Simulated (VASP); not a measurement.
Runs of VASP 6.6.1 on TiC. The structure is that of space group Fm-3m (No. 225), or close to it. The cells are those of the table. 

| cell | gap on the mesh (eV) | pressure (GPa) |
| --- | --- | --- |
| a = 3.152 Å, angles 60.0°, 2 atoms | none | -18.8 |
| a = 3.014 Å, angles 60.0°, 2 atoms | none | (b) |
| a = 2.969 Å, angles 60.0°, 2 atoms | none | 29.9 |
| a = 2.992, b = 2.992, c = 3.014 Å, angles 59.7, 59.7, 60.5°, 2 atoms | none | (a) |
| a = 3.062, b = 3.062, c = 2.969 Å, angles 61.0, 61.0, 58.0°, 2 atoms | none | 11.6 |

Alike in all rows: task single point; level r2SCAN; potentials or basis VASP PAW PBE potentials, release 64 (Ti_sv, C); no spin polarisation; k mesh 18 × 18 × 18; cutoff (eV) 520; smearing gaussian 0.15 eV.

Q: Fill in the values left out.

A: (a) 19.1; (b) 14.1.

Caveats: the PAW data sets were made with another functional, which shifts forces and pressure a little.

A gap of «none» marks levels without a gap at the run's occupations.
